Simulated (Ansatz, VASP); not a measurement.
**One calculation of TaN, two programs**

INCAR

```
SYSTEM = TaN
PREC     = Accurate       ! precision mode
ENCUT    = 520            ! plane-wave cutoff, eV
EDIFF    = 1E-6           ! SCF threshold, eV
ISMEAR   = 0              ! smearing method
SIGMA    = 0.05           ! smearing width, eV
LREAL    = .FALSE.        ! projectors in reciprocal space
LASPH    = .TRUE.         ! aspherical terms in the spheres
NELM     = 150            ! most SCF steps
ALGO     = Normal         ! electronic algorithm
ISIF     = 2              ! what is computed and relaxed
LWAVE    = .FALSE.        ! write WAVECAR
LCHARG   = .FALSE.        ! write CHGCAR
ISPIN    = 2              ! spin polarisation
MAGMOM   = 2 2 2 0 0 0    ! initial moments
LORBIT   = 11             ! projections on sites
LMAXMIX  = 4              ! l up to which the mixer works
GGA      = PE             ! functional
NBANDS   = 37             ! bands
```

KPOINTS

```
Automatic mesh
0
G
  4 4 7
  0 0 0
```

The input POSCAR:

```
TaN
1.0
    5.1850002000      0.0000000000      0.0000000000
   -2.5925001000      4.4903418900      0.0000000000
    0.0000000000      0.0000000000      2.9080005300
Ta N
3 3
Direct
    0.0000000000      0.0000000000      0.0000000000
    0.3333333333      0.6666666667      0.5000000000
    0.6666666667      0.3333333333      0.5000000000
    0.5000000000      0.0000000000      0.0000000000
    0.5000000000      0.5000000000      0.0000000000
    0.0000000000      0.5000000000      0.0000000000
```

Input for Ansatz:

```yaml
crystal:
  lattice:
    - [5.1850002, 0.0, 0.0]
    - [-2.5925001, 4.49034189, 0.0]
    - [0.0, 0.0, 2.90800053]
  atoms:
    - { symbol: Ta, position: [0.0, 0.0, 0.0], spin: 2.0 }
    - { symbol: Ta, position: [0.3333333333, 0.6666666667, 0.5], spin: 2.0 }
    - { symbol: Ta, position: [0.6666666667, 0.3333333333, 0.5], spin: 2.0 }
    - { symbol: "N", position: [0.5, 0.0, 0.0] }
    - { symbol: "N", position: [0.5, 0.5, 0.0] }
    - { symbol: "N", position: [0.0, 0.5, 0.0] }
basis:
  ecutwfc: 420
  ecutrho_ratio: 4
kpoints:
  mp_grid: { grid: [4, 4, 7] }
hamiltonian:
  xc: pbe
scf:
  occupations: { method: gaussian, width: 0.05 }
  lower_state_search: "off"
  max_iter: 150
output:
  forces: true
  stress: true
  eigenvalues: true
  populations: true
  hubbard: { sites: [{ site: 0, l: d }, { site: 1, l: d }, { site: 2, l: d }] }
magnetization:
  spin_polarized: true
```

Alike in both runs: task single point; functional PBE; k mesh 4 × 4 × 7; occupations gaussian, width 0.05 eV; collinear spin.

|  | VASP | Ansatz |
| --- | --- | --- |
| version | VASP 6.6.1 | Ansatz 0.2.0 |
| potentials or method | VASP PAW PBE potentials, release 64 (Ta_pv, N), cutoff 520 eV | scalar-relativistic, plane waves, PAW |
| valence electrons in the cell | 48 | 54 |

```tsv
	VASP	Ansatz	Ansatz less VASP
gap on the k mesh at the Fermi level (eV)	none	none	-
pressure (GPa)	11.3	10.4	-0.84
traceless stress, the component that is largest in VASP (GPa)	-0.78	-0.96	-0.179
net moment per atom (μB)	0.00	0.00	0.000
```

A gap of «none» marks a metal or a gap that the smearing closes. VASP's potentials hold 48 valence electrons a cell and Ansatz's 54, so a difference there can come from the potentials and not from the codes. Ansatz's warnings: seeded moment not kept.

Spin-orbit coupling is off throughout.
